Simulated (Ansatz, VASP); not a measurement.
## C in VASP and in Ansatz

INCAR

```
SYSTEM = C
  ALGO = Normal
  EDIFF = 1E-6
  EDIFFG = -0.01
  ENCUT = 600
  GGA = PE
  IBRION = 2
  ISIF = 3
  ISMEAR = 0
  LASPH = .True.
  LCHARG = .False.
  LREAL = .False.
  LWAVE = .False.
  NELM = 100
  NSW = 100
  PREC = Accurate
  SIGMA = 0.1
```

The input KPOINTS:

```
k-points
0
Gamma
  18 18 18
  0 0 0
```

POSCAR

```
C
1.0
   -1.7222773373      1.7222773373      4.3100444902
    1.7222773373     -1.7222773373      4.3100444902
    1.7222773373      1.7222773373     -4.3100444902
C
4
Direct
    0.5000000000      0.1992998222      0.6992998222
    0.8007001778      0.5000000000      0.3007001778
    0.1992998222      0.5000000000      0.6992998222
    0.5000000000      0.8007001778      0.3007001778
```

Input for Ansatz:

```yaml
crystal:
  lattice:
    - [-1.7222773373, 1.7222773373, 4.3100444902]
    - [1.7222773373, -1.7222773373, 4.3100444902]
    - [1.7222773373, 1.7222773373, -4.3100444902]
  atoms:
    - { symbol: C, position: [0.5, 0.1992998222, 0.6992998222] }
    - { symbol: C, position: [0.8007001778, 0.5, 0.3007001778] }
    - { symbol: C, position: [0.1992998222, 0.5, 0.6992998222] }
    - { symbol: C, position: [0.5, 0.8007001778, 0.3007001778] }
basis:
  ecutwfc: 420
kpoints:
  mp_grid: { grid: [18, 18, 18] }
hamiltonian:
  xc: pbe
scf:
  occupations: { method: gaussian, width: 0.1 }
output:
  forces: true
  stress: true
  eigenvalues: true
  write_density: true
  write_potential: true
  elf: true
  volumetric_format: npy
relax:
  adjacent_minimum: "off"
  f_tol: 0.01
  max_steps: 80
  cell: { stress_tol: 0.05 }
```

Alike in both runs: task relaxation of cell and atoms; functional PBE; k mesh 18 × 18 × 18; occupations gaussian, width 0.1 eV; no spin polarisation.

|  | VASP | Ansatz |
| --- | --- | --- |
| version | VASP 6.6.1 | Ansatz 0.2.0 |
| potentials or method | VASP PAW PBE potentials, release 64 (C), cutoff 600 eV | scalar-relativistic, plane waves, PAW |
| valence electrons in the cell | 16 | 16 |

Ansatz gave:

| Property | Result |
| --- | --- |
| gap on the k mesh at the Fermi level, each at its own relaxed structure (eV) | none |
| relaxed volume (Å³/atom) | 12.78 |
| relaxed cell length with the largest relative difference (Å) | 4.951 |

Problem. Which values does VASP return?

Solution. gap on the k mesh at the Fermi level, each at its own relaxed structure (eV): none; relaxed volume (Å³/atom): 11.88; relaxed cell length with the largest relative difference (Å): 4.688.

A gap of «none» marks a metal or a gap that the smearing closes. One of these differences is far larger than is usual between the two programs; its cause wasn't traced.
